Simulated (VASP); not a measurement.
Input of a VASP 6.6.1 run:

File INCAR:

```
SYSTEM = BN
ALGO = Normal
EDIFF = 1E-6
ENCUT = 520
GGA = CA
ISIF = 2
ISMEAR = 0
LASPH = .TRUE.
LCHARG = .FALSE.
LREAL = .FALSE.
LWAVE = .FALSE.
NBANDS = 11
NELM = 60
PREC = Accurate
SIGMA = 0.05
```

KPOINTS

```
k-points
0
G
  12 12 12
  0 0 0
```

The input POSCAR:

```
BN
1.0
    0.0135975075      1.8130010000      1.8130010000
    1.8265985075      0.0000000000      1.8265985075
    1.8130010000      1.8130010000      0.0135975075
B N
1 1
Direct
    0.0000000000      0.0000000000      0.0000000000
    0.7500000000      0.7500000000      0.7500000000
```

Potentials or basis: VASP PAW LDA potentials, release 64 (B, N).

Run with:

```sh
$ cat potpaw_LDA.64/B/POTCAR potpaw_LDA.64/N/POTCAR > POTCAR
$ mpirun -np 1 vasp_std > vasp.out
```

(1) Predict the largest force.

(2) Estimate the band gap on the k mesh.

(3) What does it give for the pressure?

Results:

(1) 0.016 eV/Å.

(2) 4.29 eV (least direct gap 8.41 eV).

(3) -13.2 GPa.

Caveat: the cell differs from its parent crystal (strain +0.0150 x Voigt [0, 0, 0, 0, 1, 0]); the cell stands under tension.
